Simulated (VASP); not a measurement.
Here is a VASP 6.6.1 calculation.

The input INCAR:

```
PREC = Accurate
ENCUT = 500
EDIFF = 1E-7
ISMEAR = -1
SIGMA = 0.15
LREAL = False
LASPH = True
NELM = 120
ALGO = Normal
ISIF = 3
LWAVE = False
LCHARG = False
GGA = PE
IBRION = 2
NSW = 80
EDIFFG = -0.05
PSTRESS = -20.0
GGA_COMPAT = False
NELMIN = 4
```

File KPOINTS:

```
Automatic mesh
0
Gamma
  11 11 9
```

Contents of POSCAR:

```
HfB2
1.0
    3.1400000000      0.0000000000      0.0000000000
   -1.5700000000      2.7193200000      0.0000000000
    0.0000000000      0.0000000000      3.4800000000
Hf B
1 2
Direct
    0.0000000000      0.0000000000      0.0000000000
    0.3333333333      0.6666666667      0.5000000000
    0.6666666667      0.3333333333      0.5000000000
```

Potentials or basis: VASP PAW PBE potentials, release 64 (Hf_pv, B).

Launch:

```console
$ cat potpaw_PBE.64/Hf_pv/POTCAR potpaw_PBE.64/B/POTCAR > POTCAR
$ mpirun -np 1 vasp_std > vasp.out
```

Question: Predict the relaxed cell.

Answer: a = 3.152 Å, b = 3.152 Å, c = 3.495 Å, α = 90.00°, β = 90.00°, γ = 120.00°.

Question: What does it give for the relaxed volume?

Answer: 10.03 Å³/atom.

Stress tensor (GPa, compression positive):
```
-2.18  0.00  0.00
 0.00 -2.18  0.00
 0.00  0.00 -1.68
```

Caveat: the cell is relaxed towards a set pressure, so the run minimises the enthalpy, not the energy. Zero-point motion and thermal expansion aren't in these numbers.
